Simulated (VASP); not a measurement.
# MgC2: single point with PBE

The system is MgC2.

```
Mg C
1.0
     3.94647    0.00000    0.00000
     0.00000    3.94647    0.00000
     0.00000    0.00000    4.98617
Mg C
2 4
Cartesian
  0.0000 0.0000 0.0000
  1.9732 1.9732 2.4931
  1.5300 1.5300 0.0000
  0.4432 3.5033 2.4931
  2.4164 2.4164 0.0000
  3.5033 0.4432 2.4931
```

| Quantity | Value |
| --- | --- |
| Program | VASP 6.6.1 |
| Task | single point |
| Functional | PBE |
| Potentials or basis | VASP PAW PBE potentials, release 64 (Mg, C) |
| Cutoff | 520 eV |
| k mesh | 6 × 6 × 5 |
| Occupations | methfessel-paxton, width 0.02 eV |
| Spin | no spin polarisation |

```json
{
  "Pressure": "0.0 GPa",
  "Largest force": "0.143 eV/Å",
  "Band gap on the k mesh": "2.65 eV (least direct gap 2.97 eV)"
}
```

Forces in eV/Å, atoms in the order of the input:
```
Mg   0.000  0.000  0.000
Mg   0.000  0.000  0.000
C   -0.101 -0.101  0.000
C    0.101 -0.101  0.000
C    0.101  0.101  0.000
C   -0.101  0.101  0.000
```

Stress tensor (GPa, compression positive):
```
 0.10  0.00  0.00
 0.00  0.10  0.00
 0.00  0.00 -0.19
```

Levels at points of the mesh, in eV from the valence-band top:
| k point | band 7 | band 8 | band 9 | band 10 | band 11 | band 12 | band 13 | band 14 |
| --- | --- | --- | --- | --- | --- | --- | --- | --- |
| (0.00, 0.00, 0.00) | -1.29 | -0.38 | -0.32 | -0.32 | 2.65 | 5.30 | 5.66 | 5.66 |
| (0.50, 0.00, 0.00) | -1.61 | -1.61 | -0.26 | -0.26 | 5.42 | 5.42 | 5.53 | 5.53 |
| (0.50, 0.50, 0.00) | -1.62 | -1.62 | -0.92 | -0.92 | 3.99 | 3.99 | 6.64 | 6.64 |

Wall time 75 s on 1 thread of Intel Xeon 8259CL, with other jobs on the host, peak memory 0.2 GiB.

Caveat: an odd mesh through Γ misses points on the zone boundary, where band edges can lie.
